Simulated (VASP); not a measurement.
A run of VASP 6.6.1:

File INCAR:

```
SYSTEM = CoO
PREC = Accurate
ENCUT = 600
EDIFF = 1E-6
ISMEAR = -1
SIGMA = 0.05
LREAL = .FALSE.
LASPH = .TRUE.
NELM = 150
ALGO = Normal
ISIF = 3
LWAVE = .FALSE.
LCHARG = .FALSE.
ISPIN = 2
MAGMOM = 2 0
LORBIT = 11
LMAXMIX = 4
GGA = PS
IBRION = 2
NSW = 60
EDIFFG = -0.01
```

File KPOINTS:

```
Automatic mesh
0
G
  11 11 11
  0 0 0
```

Contents of POSCAR:

```
CoO
1.0
    0.0000000000      2.1315016600      2.1315016600
    2.1315016600      0.0000000000      2.1315016600
    2.1315016600      2.1315016600      0.0000000000
Co O
1 1
Direct
    0.0000000000      0.0000000000      0.0000000000
    0.5000000000      0.5000000000      0.5000000000
```

Potentials or basis: VASP PAW PBE potentials, release 64 (Co, O).

Run with:

```sh
$ cat potpaw_PBE.64/Co/POTCAR potpaw_PBE.64/O/POTCAR > POTCAR
$ mpirun -np 1 vasp_std > vasp.out
```

Hardware: 1 thread of AMD EPYC 9R45 96-Core Processor (Zen 5), with other jobs on the host.

Q: How long does it take, and how much memory?

A: It took 54 s on 1 thread of AMD EPYC 9R45 96-Core Processor (Zen 5), with other jobs on the host, peak memory 0.14 GiB. Counts: scf iterations 40, k points 56, ion steps 4.
